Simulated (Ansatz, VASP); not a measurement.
## One calculation of Cu, two programs

```
Cu
1.0
     2.08382    0.00000    0.00000
     0.00000    2.08382    0.00000
     0.00000    0.00000    2.08382
Cu
1
Direct
  0.00000 0.00000 0.00000
```

Change from the starting cell: volume scaled by 0.65, LAPW.

Alike in both runs: task single point; functional PBE; k mesh 16 × 16 × 16; occupations fermi-dirac, width 0.05 eV; no spin polarisation.

|  | VASP | Ansatz |
| --- | --- | --- |
| version | VASP 6.6.1 | Ansatz 0.2.0 |
| potentials or method | VASP PAW PBE potentials, release 64 (Cu), cutoff 520 eV | all-electron LAPW, scalar-relativistic |

Ansatz gave:

```
pressure (GPa) : 128.8
```

What did VASP give for the same quantities?

Pressure (GPa): 129.1.

Both programs put the cell under a high pressure, so it lies far from rest at this level. Ansatz ran all-electron here, and VASP with PAW potentials.

Noted on VASP's run: the cell as given lies far from equilibrium.
